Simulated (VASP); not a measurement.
# K2S (Fm-3m) in VASP: further runs

K2S is run at these levels: PBE; tasks: single point.

Everything below comes from runs of VASP 6.6.1. Logs are shortened: lines on timing, memory, paths and dates and some standing lists are left out, and cuts for length are marked.

## 1. The cell of the first run

Symmetry: Fm-3m, No. 225, cubic system. Conventional cell: a = 7.386 Å, b = 7.386 Å, c = 7.386 Å, α = 90.00°, β = 90.00°, γ = 90.00°. Within 4.2 Å of K (site symmetry -43m) lie 4 S at 3.20 Å and 6 K at 3.69 Å. S (site symmetry m-3m) has 8 K at 3.20 Å within 4.2 Å.

## 2. Single point, PBE (volume scaled by 0.97)

Input file INCAR:

```
PREC     = Accurate       # precision mode
ENCUT    = 500            # plane-wave cutoff, eV
EDIFF    = 1E-6           # SCF threshold, eV
ISMEAR   = 0              # smearing method
SIGMA    = 0.02           # smearing width, eV
LREAL    = F              # projectors in reciprocal space
LASPH    = T              # aspherical terms in the spheres
NELM     = 120            # most SCF steps
ALGO     = Normal         # electronic algorithm
ISIF     = 2              # what is computed and relaxed
LWAVE    = F              # write WAVECAR
LCHARG   = F              # write CHGCAR
GGA      = PE             # functional
NBANDS   = 19             # bands
GGA_COMPAT= F
```

Input file KPOINTS:

```
regular mesh
0
Gamma
  6 6 6
```

Input file POSCAR:

```
K2S
1.0
    0.0000000000      3.6929442127      3.6929442127
    3.6929442127      0.0000000000      3.6929442127
    3.6929442127      3.6929442127      0.0000000000
K S
2 1
Direct
    0.2500000000      0.2500000000      0.2500000000
    0.7500000000      0.7500000000      0.7500000000
    0.0000000000      0.0000000000      0.0000000000
```

Potentials or basis: VASP PAW PBE potentials, release 64 (K_sv, S).

The run is started by

```bash
cat potpaw_PBE.64/K_sv/POTCAR potpaw_PBE.64/S/POTCAR > POTCAR
mpirun -np 1 vasp_std > vasp.out
```

OUTCAR:

```text
PREC = Accurate
   ENCUT = 500
   EDIFF = 1E-6
   ISMEAR = 0
   LREAL = F
   LASPH = T
   NELM = 120
   ISIF = 2
   GGA = PE

 ion  position               nearest neighbor table
   1  0.250  0.250  0.250-   3 3.20   3 3.20   3 3.20   3 3.20   2 3.69   2 3.69   2 3.69   2 3.69
                             2 3.69   2 3.69
   2  0.750  0.750  0.750-   3 3.20   3 3.20   3 3.20   3 3.20   1 3.69   1 3.69   1 3.69   1 3.69
                             1 3.69   1 3.69
   3  0.000  0.000  0.000-   2 3.20   2 3.20   2 3.20   1 3.20   1 3.20   1 3.20   2 3.20   1 3.20

  LATTYP: Found a face centered cubic cell.
 ALAT       =     7.3858884254

  Lattice vectors:

 A1 = (   0.0000000000,   3.6929442127,   3.6929442127)
 A2 = (   3.6929442127,   0.0000000000,   3.6929442127)
 A3 = (   3.6929442127,   3.6929442127,   0.0000000000)

Analysis of symmetry for initial positions (statically):
[... 5 lines left out ...]
 face centered cubic supercell.

 Subroutine GETGRP returns: Found 48 space group operations
 (whereof 48 operations were pure point group operations)
 out of a pool of 48 trial point group operations.

The static configuration has the point symmetry O_h .

Analysis of symmetry for dynamics (positions and initial velocities):
[... 5 lines left out ...]
 face centered cubic supercell.

 Subroutine GETGRP returns: Found 48 space group operations
 (whereof 48 operations were pure point group operations)
 out of a pool of 48 trial point group operations.

The dynamic configuration has the point symmetry O_h .

 Subroutine INISYM returns: Found 48 space group operations
 (whereof 48 operations are pure point group operations),
 and found     1 'primitive' translations

----------------------------------------------------------------------------------------

                                     Primitive cell

  volume of cell :     100.7275

  direct lattice vectors                    reciprocal lattice vectors
     0.000000000  3.692944213  3.692944213    -0.135393326  0.135393326  0.135393326
     3.692944213  0.000000000  3.692944213     0.135393326 -0.135393326  0.135393326
     3.692944213  3.692944213  0.000000000     0.135393326  0.135393326 -0.135393326

  length of vectors
     5.222611791  5.222611791  5.222611791     0.234508120  0.234508120  0.234508120

  position of ions in fractional coordinates (direct lattice)
     0.250000000  0.250000000  0.250000000
     0.750000000  0.750000000  0.750000000
     0.000000000  0.000000000  0.000000000

  ion indices of the primitive-cell ions
   primitive index   ion index
                 1           1
                 2           2
                 3           3

----------------------------------------------------------------------------------------

 KPOINTS: regular mesh

Automatic generation of k-mesh.
 Grid dimensions read from file:
 generate k-points for:    6    6    6

 Generating k-lattice:

  Cartesian coordinates                     Fractional coordinates (reciprocal lattice)
    -0.022565554  0.022565554  0.022565554     0.166666667  0.000000000  0.000000000
     0.022565554 -0.022565554  0.022565554     0.000000000  0.166666667  0.000000000
     0.022565554  0.022565554 -0.022565554     0.000000000  0.000000000  0.166666667

  Length of vectors
     0.039084687  0.039084687  0.039084687

  Shift w.r.t. Gamma in fractional coordinates (k-lattice)
     0.000000000  0.000000000  0.000000000

 Subroutine IBZKPT returns following result:
 ===========================================

 Found     16 irreducible k-points:

 Following reciprocal coordinates:
            Coordinates               Weight
  0.000000  0.000000  0.000000      1.000000
  0.166667  0.000000  0.000000      8.000000
  0.333333  0.000000  0.000000      8.000000
  0.500000  0.000000  0.000000      4.000000
  0.166667  0.166667  0.000000      6.000000
  0.333333  0.166667  0.000000     24.000000
[... 8 lines left out ...]
 -0.333333  0.333333  0.166667     24.000000
 -0.333333  0.500000  0.166667     12.000000
   k-points           NKPTS =     16   k-points in BZ     NKDIM =     16   number of bands    NBANDS=     19
   number of dos      NEDOS =    301   number of ions     NIONS =      3
   total plane-waves  NPLWV =  64000
   dimension x,y,z NGX =    40 NGY =   40 NGZ =   40
   dimension x,y,z NGXF=    80 NGYF=   80 NGZF=   80
   ions per type =               2   1
   NGX,Y,Z   is equivalent  to a cutoff of  12.73, 12.73, 12.73 a.u.
   NGXF,Y,Z  is equivalent  to a cutoff of  25.47, 25.47, 25.47 a.u.
 SYSTEM =  unknown system
   PREC   = accura    normal or accurate (medium, high low for compatibility)
   ISTART =      0    job   : 0-new  1-cont  2-samecut
   ICHARG =      2    charge: 1-file 2-atom 10-const
   ISPIN  =      1    spin polarized calculation?
   LNONCOLLINEAR =      F non collinear calculations
   LSORBIT =      F    spin-orbit coupling
   LASPH  =      T    aspherical Exc in radial PAW
   ENCUT  =  500.0 eV  36.75 Ry    6.06 a.u.   9.52  9.52  9.52*2*pi/ulx,y,z
   NELM   =    120;   NELMIN=  2; NELMDL= -5     # of ELM steps
   EDIFF  = 0.1E-05   stopping-criterion for ELM
   LREAL  =      F    real-space projection
   EDIFFG = 0.1E-04   stopping-criterion for IOM
   NSW    =      0    number of steps for IOM
   IBRION =     -1    ionic relax: 0-MD 1-quasi-New 2-CG
   NFREE  =      0    steps in history (QN), initial steepest desc. (CG)
   ISIF   =      2    stress and relaxation
   ISYM   =      2    0-nonsym 1-usesym 2-fastsym
   POTIM  = 0.5000    time-step for ionic-motion
   TEBEG  =    0.0;   TEEND  =   0.0 temperature during run
   PSTRESS=    0.0 pullay stress
   NELECT =      24.0000    total number of electrons
   NUPDOWN=      -1.0000    fix difference up-down
   EMIN   =  10.00;   EMAX   =-10.00  energy-range for DOS
   EFERMI =   0.00;   METHOD = LEGACY
   ISMEAR =     0;   SIGMA  =   0.02  broadening in eV -4-tet -1-fermi 0-gaus
   EFERMI_NEDOS =   21; number of points for ismear=-14 and -15
   IALGO  =     38    algorithm
   IMIX   =      4    mixing-type and parameters
     AMIX     =   0.40;   BMIX     =  1.00
     AMIX_MAG =   1.60;   BMIX_MAG =  1.00
  volume/ion in A,a.u.               =      33.58       226.58
  Fermi-wavevector in a.u.,A,eV,Ry     =   1.014914  1.917909 14.014682  1.030050
  Thomas-Fermi vector in A             =   2.148169
   LORBIT       =      0    0 simple, 1 ext, 2 COOP (PROOUT), +10 PAW based schemes
   GGA     = PE    functional components
   LHFCALC =     F    Hartree Fock is set to
   AEXX    =    0.0000 exact exchange contribution
   IVDW    =     0    specifies the selected vdW correction
   LEPSILON=     F    determine dielectric tensor
   LRPA    =     F    only Hartree local field effects (RPA)
 non-spin polarized calculation
 Gauss-broadening in eV      SIGMA  =   0.02
  energy-cutoff  :      500.00
  volume of cell :      100.73
 maximum number of plane-waves:      2637
 NGX is ok and might be reduce to    40
   NGX = 19   NGY = 19   NGZ = 19

 number of electron      23.9999996 magnetization

 Free energy of the ion-electron system (eV)
  ---------------------------------------------------
  ext. energy  EPLUGINS =         0.00000000
  ---------------------------------------------------
  free energy    TOTEN  =        -9.41363060 eV

  energy without entropy =       -9.41363060  energy(sigma->0) =       -9.41363060

 E-fermi :  -0.1766     XC(G=0):  -7.3655

 val. band max:       -0.3213087162   @ k =   0.5000   0.5000   0.0000
 cond. band min:       2.0783085272   @ k =   0.0000   0.0000   0.0000
 fundamental gap:      2.3996172434
 Fermi energy:        -0.1766167527

 k-point     1 :       0.0000    0.0000    0.0000
  band No.  band energies     occupation
      1     -29.5268      2.00000
      2     -29.4420      2.00000
      3     -13.1232      2.00000
      4     -13.1232      2.00000
      5     -13.1232      2.00000
      6     -12.8806      2.00000
[... 11 lines left out ...]
     18       7.1778      0.00000
     19       8.1217      0.00000

 k-point     2 :       0.1667    0.0000    0.0000
  band No.  band energies     occupation
      1     -29.5208      2.00000
      2     -29.4474      2.00000
      3     -13.1172      2.00000
      4     -13.1090      2.00000
      5     -13.1090      2.00000
      6     -12.9245      2.00000
[... 11 lines left out ...]
     18       7.3218      0.00000
     19       7.6383      0.00000

 k-point     3 :       0.3333    0.0000    0.0000
  band No.  band energies     occupation
      1     -29.5048      2.00000
      2     -29.4624      2.00000
      3     -13.1107      2.00000
      4     -13.0689      2.00000
      5     -13.0689      2.00000
      6     -13.0017      2.00000
[... 11 lines left out ...]
     18       7.3624      0.00000
     19       7.3624      0.00000

 k-point     4 :       0.5000    0.0000    0.0000
  band No.  band energies     occupation
      1     -29.4834      2.00000
      2     -29.4833      2.00000
      3     -13.1151      2.00000
      4     -13.0303      2.00000
      5     -13.0153      2.00000
      6     -13.0153      2.00000
[... 11 lines left out ...]
     18       7.2976      0.00000
     19       7.4482      0.00000

 k-point     5 :       0.1667    0.1667    0.0000
  band No.  band energies     occupation
      1     -29.5193      2.00000
      2     -29.4487      2.00000
      3     -13.1392      2.00000
      4     -13.1392      2.00000
      5     -13.0471      2.00000
      6     -13.0022      2.00000
[... 11 lines left out ...]
     18       7.1247      0.00000
     19       7.1247      0.00000

 k-point     6 :       0.3333    0.1667    0.0000
  band No.  band energies     occupation
      1     -29.5080      2.00000
      2     -29.4591      2.00000
      3     -13.1542      2.00000
      4     -13.1358      2.00000
      5     -13.0988      2.00000
      6     -12.9762      2.00000
[... 11 lines left out ...]
     18       7.1300      0.00000
     19       7.8279      0.00000

 k-point     7 :       0.5000    0.1667    0.0000
  band No.  band energies     occupation
      1     -29.4903      2.00000
      2     -29.4762      2.00000
      3     -13.1982      2.00000
      4     -13.1130      2.00000
      5     -13.0973      2.00000
      6     -12.9451      2.00000
[... 11 lines left out ...]
     18       6.9967      0.00000
     19       7.7958      0.00000

 k-point     8 :      -0.3333    0.1667    0.0000
  band No.  band energies     occupation
      1     -29.4955      2.00000
      2     -29.4711      2.00000
      3     -13.1998      2.00000
      4     -13.0826      2.00000
      5     -13.0322      2.00000
      6     -13.0074      2.00000
[... 80 lines left out ...]
 k-point    12 :      -0.3333    0.3333    0.0000
  band No.  band energies     occupation
      1     -29.4830      2.00000
      2     -29.4830      2.00000
      3     -13.2822      2.00000
      4     -13.1410      2.00000
      5     -13.1113      2.00000
      6     -12.9286      2.00000
[... 11 lines left out ...]
     18       7.0774      0.00000
     19       7.7727      0.00000

 k-point    13 :       0.5000    0.5000    0.0000
  band No.  band energies     occupation
      1     -29.4969      2.00000
      2     -29.4688      2.00000
      3     -13.3326      2.00000
      4     -13.1862      2.00000
      5     -13.1862      2.00000
      6     -12.8428      2.00000
[... 11 lines left out ...]
     18       7.3021      0.00000
     19       7.4857      0.00000

 k-point    14 :       0.5000    0.3333    0.1667
  band No.  band energies     occupation
      1     -29.4973      2.00000
      2     -29.4691      2.00000
      3     -13.2346      2.00000
      4     -13.1675      2.00000
      5     -13.0895      2.00000
      6     -12.9462      2.00000
[... 11 lines left out ...]
     18       7.3107      0.00000
     19       7.6855      0.00000

 k-point    15 :      -0.3333    0.3333    0.1667
  band No.  band energies     occupation
      1     -29.4830      2.00000
      2     -29.4830      2.00000
      3     -13.2734      2.00000
      4     -13.1869      2.00000
      5     -13.0213      2.00000
      6     -13.0187      2.00000
[... 11 lines left out ...]
     18       7.0060      0.00000
     19       7.7187      0.00000

 k-point    16 :      -0.3333    0.5000    0.1667
  band No.  band energies     occupation
      1     -29.4899      2.00000
      2     -29.4759      2.00000
      3     -13.3144      2.00000
      4     -13.2057      2.00000
      5     -13.1031      2.00000
      6     -12.9315      2.00000
[... 11 lines left out ...]
     18       7.2353      0.00000
     19       7.5446      0.00000

------------------------ aborting loop because EDIFF is reached ----------------------------------------

  FORCE on cell =-STRESS in cart. coord.  units (eV):
  Direction    XX          YY          ZZ          XY          YZ          ZX
  --------------------------------------------------------------------------------------
  -------------------------------------------------------------------------------------
  Total        0.4036553      0.4036553      0.4036553     -0.0000000     -0.0000000      0.0000000
  in kB        6.4205614      6.4205614      6.4205614     -0.0000000     -0.0000000      0.0000000
  external PRESSURE =       6.4205614 kB  Pullay stress =       0.0000000 kB

 VOLUME and BASIS-vectors are now :
 -----------------------------------------------------------------------------
  energy-cutoff  :      500.00
  volume of cell :      100.73
      direct lattice vectors                 reciprocal lattice vectors
     0.000000000  3.692944213  3.692944213    -0.135393326  0.135393326  0.135393326
     3.692944213  0.000000000  3.692944213     0.135393326 -0.135393326  0.135393326
     3.692944213  3.692944213  0.000000000     0.135393326  0.135393326 -0.135393326

 POSITION                                       TOTAL-FORCE (eV/Angst)
 -----------------------------------------------------------------------------------
      1.84647      1.84647      1.84647         0.000000      0.000000      0.000000
      5.53942      5.53942      5.53942        -0.000000     -0.000000     -0.000000
      0.00000      0.00000      0.00000        -0.000000      0.000000      0.000000
 -----------------------------------------------------------------------------------
    total drift:                               -0.000000     -0.000000      0.000000

  FREE ENERGIE OF THE ION-ELECTRON SYSTEM (eV)
  ---------------------------------------------------
  free  energy   TOTEN  =        -9.4136306024 eV

  energy  without entropy=       -9.4136306024  energy(sigma->0) =       -9.41363060
```

It took 22 s on 1 thread of Intel Xeon Platinum 8375C at 2.90GHz (Ice Lake), shared host; peak memory 0.24 GiB.

Results:

| Property | Result |
| --- | --- |
| Free energy | -9.4136 eV |
| Pressure | 0.6 GPa |
| Band gap on the k mesh | 2.40 eV, indirect (least direct gap 2.60 eV) |

Levels at points of the mesh, in eV from the valence-band top:
```
           k point  band 9  band 10  band 11  band 12  band 13  band 14  band 15  band 16
(0.00, 0.00, 0.00)   -9.62    -0.20    -0.20    -0.20     2.40     5.47     5.47     7.50
(0.50, 0.00, 0.00)   -9.42    -0.62    -0.07    -0.07     4.73     5.05     5.83     5.83
(0.50, 0.50, 0.00)   -9.37    -0.75     0.00     0.00     3.52     5.31     6.63     6.64
```

Caveat: the cell differs from its parent crystal (volume scaled by 0.97). A k mesh can miss the band edges.

## 3. Single point, PBE

This run uses another cell than the first one, of 34.61 Å³/atom, 1.031 times its volume.

INCAR is that of step 2.

KPOINTS is that of step 2.

Input file POSCAR:

```
K2S
1.0
    0.0000000000      3.7306299197      3.7306299197
    3.7306299197      0.0000000000      3.7306299197
    3.7306299197      3.7306299197      0.0000000000
K S
2 1
Direct
    0.2500000000      0.2500000000      0.2500000000
    0.7500000000      0.7500000000      0.7500000000
    0.0000000000      0.0000000000      0.0000000000
```

Potentials or basis: VASP PAW PBE potentials, release 64 (K_sv, S).

The run is started by

```bash
cat potpaw_PBE.64/K_sv/POTCAR potpaw_PBE.64/S/POTCAR > POTCAR
mpirun -np 1 vasp_std > vasp.out
```

Wall time 24 s (1 thread of Intel Xeon Platinum 8375C at 2.90GHz (Ice Lake), shared host); peak memory 0.23 GiB.

It converged, with:

```yaml
Free_energy: -9.4208 eV
Pressure: 0.0 GPa
Band_gap_on_the_k_mesh: 2.32 eV, indirect (least direct gap 2.50 eV)
```

Levels at points of the mesh, in eV from the valence-band top:
```csv
k point,band 9,band 10,band 11,band 12,band 13,band 14,band 15,band 16
"(0.00, 0.00, 0.00)",-9.60,-0.17,-0.17,-0.17,2.32,5.46,5.46,7.39
"(0.50, 0.00, 0.00)",-9.41,-0.60,-0.06,-0.06,4.67,4.91,5.78,5.78
"(0.50, 0.50, 0.00)",-9.37,-0.72,0.00,0.00,3.50,5.25,6.48,6.59
```

A k mesh can miss the band edges.
